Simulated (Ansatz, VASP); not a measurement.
# One calculation of Bi, two programs

```xyz
1
Lattice="-1.9814 1.9814 1.9814 1.9814 -1.9814 1.9814 1.9814 1.9814 -1.9814" Properties=species:S:1:pos:R:3 pbc="T T T"
Bi    0.0000    0.0000    0.0000
```

Alike in both runs: task single point; functional PBE; k mesh 9 × 9 × 9; occupations gaussian, width 0.013 eV; no spin polarisation.

|  | VASP | Ansatz |
| --- | --- | --- |
| version | VASP 6.6.1 | Ansatz 0.2.0 |
| potentials or method | VASP PAW PBE potentials, release 64 (Bi_d), cutoff 520 eV | all-electron LAPW, scalar-relativistic |

VASP gave:

- gap on the k mesh at the Fermi level (eV): none
- pressure (GPa): 0.8

**Question.** What did Ansatz give for the same quantities?

**Answer.** gap on the k mesh at the Fermi level (eV): none; pressure (GPa): 0.9.

A gap of «none» marks a metal or a gap that the smearing closes. Ansatz ran all-electron here, and VASP with PAW potentials.

Neither program's run includes spin-orbit coupling.
